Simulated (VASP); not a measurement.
# SiNi3 (Pm-3m) in VASP: further runs, part 2 of 2

VASP 6.6.1.

## 3. Single point, r2SCAN (volume scaled by 1.03)

POSCAR

```
SiNi3
1.0
    3.4988119244      0.0000000000      0.0000000000
    0.0000000000      3.4988119244      0.0000000000
    0.0000000000      0.0000000000      3.4988119244
Si Ni
1 3
Direct
    0.0000000000      0.0000000000      0.0000000000
    0.0000000000      0.5000000000      0.5000000000
    0.5000000000      0.0000000000      0.5000000000
    0.5000000000      0.5000000000      0.0000000000
```

INCAR.step1

```
ALGO     = Normal         # electronic algorithm
EDIFF    = 1E-4           # SCF threshold, eV
ENCUT    = 520            # plane-wave cutoff, eV
GGA      = PE             # functional
ISMEAR   = 0              # smearing method
LASPH    = T              # aspherical terms in the spheres
LCHARG   = F              # write CHGCAR
LREAL    = F              # projectors in reciprocal space
LWAVE    = T              # write WAVECAR
NBANDS   = 25             # bands
NELM     = 100            # most SCF steps
PREC     = Accurate       # precision mode
SIGMA    = 0.1            # smearing width, eV
```

INCAR.step2

```
ALGO     = Normal         # electronic algorithm
EDIFF    = 1E-6           # SCF threshold, eV
ENCUT    = 520            # plane-wave cutoff, eV
ISIF     = 2              # what is computed and relaxed
ISMEAR   = 0              # smearing method
ISTART   = 1            
LASPH    = T              # aspherical terms in the spheres
LCHARG   = F              # write CHGCAR
LMIXTAU  = T            
LREAL    = F              # projectors in reciprocal space
LWAVE    = F              # write WAVECAR
METAGGA  = R2SCAN         # meta-GGA
NBANDS   = 25             # bands
NELM     = 100            # most SCF steps
PREC     = Accurate       # precision mode
SIGMA    = 0.1            # smearing width, eV
```

KPOINTS

```
k-points
0
Gamma
  12 12 12
```

Potentials or basis: VASP PAW PBE potentials, release 64 (Si, Ni).

The run is started by

```bash
> cat potpaw_PBE.64/Si/POTCAR potpaw_PBE.64/Ni/POTCAR > POTCAR
> cp INCAR.step1 INCAR
> mpirun -np 1 vasp_std > vasp.out
> cp INCAR.step2 INCAR
> mpirun -np 1 vasp_std > vasp.out
```

OUTCAR:

```text
EDIFF = 1E-6
   ENCUT = 520
   ISIF = 2
   ISMEAR = 0
   ISTART = 1
   LASPH = T
   LREAL = F
   METAGGA = R2SCAN
   NELM = 100
   PREC = Accurate

 ion  position               nearest neighbor table
   1  0.000  0.000  0.000-   2 2.47   3 2.47   4 2.47   2 2.47   3 2.47   2 2.47   4 2.47   2 2.47
                             3 2.47   4 2.47   3 2.47   4 2.47
   2  0.000  0.500  0.500-   1 2.47   3 2.47   4 2.47   1 2.47   4 2.47   1 2.47   3 2.47   1 2.47
                             3 2.47   4 2.47   4 2.47   3 2.47
   3  0.500  0.000  0.500-   1 2.47   2 2.47   4 2.47   1 2.47   4 2.47   2 2.47   4 2.47   4 2.47
                             1 2.47   2 2.47   1 2.47   2 2.47
   4  0.500  0.500  0.000-   1 2.47   2 2.47   3 2.47   2 2.47   3 2.47   1 2.47   3 2.47   3 2.47
                             1 2.47   2 2.47   2 2.47   1 2.47

  LATTYP: Found a simple cubic cell.
 ALAT       =     3.4988119244

  Lattice vectors:

 A1 = (   3.4988119244,   0.0000000000,   0.0000000000)
 A2 = (   0.0000000000,   3.4988119244,   0.0000000000)
 A3 = (   0.0000000000,   0.0000000000,   3.4988119244)

Analysis of symmetry for initial positions (statically):
=====================================================================
 Subroutine PRICEL returns:
[... 172 lines left out ...]
  free energy    TOTEN  =       -46.35513381 eV

  energy without entropy =      -46.34442273  energy(sigma->0) =      -46.34977827

 E-fermi :  10.5772     XC(G=0): -14.2260

 val. band max:       10.5540574924   @ k =   0.0833   0.0833   0.0833
 cond. band min:      10.5773293097   @ k =   0.0833   0.0833   0.0000
 fundamental gap:      0.0232718174
 Fermi energy:        10.5772499463

 k-point     1 :       0.0000    0.0000    0.0000
  band No.  band energies     occupation
      1      -1.9702      2.00000
      2       5.4639      2.00000
      3       6.3375      2.00000
      4       6.3375      2.00000
      5       6.8989      2.00000
      6       6.8989      2.00000
[... 661 lines left out ...]
     24      20.9406      0.00000
     25      22.0440      0.00000

 [... further k-points ...]
[... 5 lines left out ...]
  --------------------------------------------------------------------------------------
  -------------------------------------------------------------------------------------
  Total       -1.6530739     -1.6530739     -1.6530739      0.0000000     -0.0000000      0.0000000
  in kB      -61.8359542    -61.8359542    -61.8359542      0.0000000     -0.0000000      0.0000000
  external PRESSURE =     -61.8359542 kB  Pullay stress =       0.0000000 kB

 VOLUME and BASIS-vectors are now :
 -----------------------------------------------------------------------------
  energy-cutoff  :      520.00
  volume of cell :       42.83
      direct lattice vectors                 reciprocal lattice vectors
     3.498811924  0.000000000  0.000000000     0.285811304  0.000000000  0.000000000
     0.000000000  3.498811924  0.000000000     0.000000000  0.285811304  0.000000000
     0.000000000  0.000000000  3.498811924     0.000000000  0.000000000  0.285811304

 POSITION                                       TOTAL-FORCE (eV/Angst)
 -----------------------------------------------------------------------------------
      0.00000      0.00000      0.00000         0.000000      0.000000      0.000000
      0.00000      1.74941      1.74941         0.000000      0.000000      0.000000
      1.74941      0.00000      1.74941         0.000000      0.000000      0.000000
      1.74941      1.74941      0.00000         0.000000      0.000000      0.000000
 -----------------------------------------------------------------------------------
    total drift:                                0.000000      0.000000      0.000000

  FREE ENERGIE OF THE ION-ELECTRON SYSTEM (eV)
  ---------------------------------------------------
  free  energy   TOTEN  =       -46.3551338131 eV

  energy  without entropy=      -46.3444227312  energy(sigma->0) =      -46.34977827
```

OUTCAR.step1:

```text
EDIFF = 1E-4
   ENCUT = 520
   GGA = PE
   ISMEAR = 0
[... 905 lines left out ...]
      0.00000      0.00000      0.00000         0.000000      0.000000      0.000000
      0.00000      1.74941      1.74941         0.000000      0.000000      0.000000
      1.74941      0.00000      1.74941         0.000000      0.000000      0.000000
      1.74941      1.74941      0.00000         0.000000      0.000000      0.000000
 -----------------------------------------------------------------------------------
    total drift:                                0.000000      0.000000      0.000000

  FREE ENERGIE OF THE ION-ELECTRON SYSTEM (eV)
  ---------------------------------------------------
  free  energy   TOTEN  =       -23.6847846946 eV

  energy  without entropy=      -23.6745010524  energy(sigma->0) =      -23.67964287
```

Wall time 5.1 min (1 thread of Intel Xeon Platinum 8488C (Sapphire Rapids), shared host); peak memory 0.21 GiB.

What came out:

```
Free energy            : -46.3551 eV
Pressure               : -6.2 GPa
Band gap on the k mesh : zero (band 17 reaches 10.62 eV, above the bottom of band 18 at 10.35 eV)
```

Caveat: the PAW data sets were made with another functional, which shifts forces and pressure a little. Spin polarisation is off, so any magnetic state and its effect on volume and gap are missing.
